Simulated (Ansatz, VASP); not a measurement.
# O in VASP and in Ansatz

INCAR

```
SYSTEM = O
ALGO     = Normal         ! electronic algorithm
EDIFF    = 1E-7           ! SCF threshold, eV
ENCUT    = 520            ! plane-wave cutoff, eV
GGA      = PE             ! functional
ISIF     = 2              ! what is computed and relaxed
ISMEAR   = -1             ! smearing method
LASPH    = .True.         ! aspherical terms in the spheres
LCHARG   = .False.        ! write CHGCAR
LREAL    = .False.        ! projectors in reciprocal space
LWAVE    = .False.        ! write WAVECAR
NBANDS   = 13             ! bands
NELM     = 60             ! most SCF steps
PREC     = Accurate       ! precision mode
SIGMA    = 0.05           ! smearing width, eV
```

KPOINTS

```
k-points
0
Gamma
  9 9 9
  0 0 0
```

File POSCAR:

```
O
1.0
    1.6860405984      0.9734359934      3.7567154704
   -1.6860405984      0.9734359934      3.7567154704
    0.0000000000     -1.9468719867      3.7567154704
O
2
Direct
    0.0546147200      0.0546147200      0.0546147200
    0.9453852800      0.9453852800      0.9453852800
```

input.yaml

```yaml
crystal:
  lattice:
    - [1.6860405984, 0.9734359934, 3.7567154704]
    - [-1.6860405984, 0.9734359934, 3.7567154704]
    - [0.0, -1.9468719867, 3.7567154704]
  atoms:
    - { symbol: O, position: [0.05461472, 0.05461472, 0.05461472] }
    - { symbol: O, position: [0.94538528, 0.94538528, 0.94538528] }
hamiltonian:
  xc: pbe
  pseudopotentials: { kind: paw }
kpoints:
  mp_grid: { grid: [9, 9, 9] }
scf:
  occupations: { method: fermi_dirac, width: 0.05 }
output:
  forces: true
  stress: true
  eigenvalues: true
  write_density: true
  write_potential: true
  elf: true
  volumetric_format: npy
```

Change from the starting cell: volume scaled by 1.02.

Alike in both runs: task single point; functional PBE; k mesh 9 × 9 × 9; occupations fermi-dirac, width 0.05 eV; no spin polarisation.

```csv
,VASP,Ansatz
version,VASP 6.6.1,Ansatz 0.2.0
potentials or method,"VASP PAW PBE potentials, release 64 (O)",Ansatz PAW
plane-wave cutoff (eV),520,420
valence electrons in the cell,12,12
```

VASP gave:

```
gap on the k mesh at the Fermi level (eV)                     : none
pressure (GPa)                                                : -2.2
traceless stress, the component that is largest in VASP (GPa) : 2.51
rms of the force components (eV/Å)                            : 0.086
```

Problem. Estimate Ansatz's values.

Solution. gap on the k mesh at the Fermi level (eV): none; pressure (GPa): -3.8; traceless stress, the component that is largest in VASP (GPa): -1.11; rms of the force components (eV/Å): 0.510.

Atom by atom the forces differ by 0.596 eV/Å (rms over components). A gap of «none» marks a metal or a gap that the smearing closes.

Noted on VASP's run: the standard files for N, O and F lose accuracy on very short bonds; spin is off for a triplet molecule. Noted on Ansatz's run: spin is off for a triplet molecule.
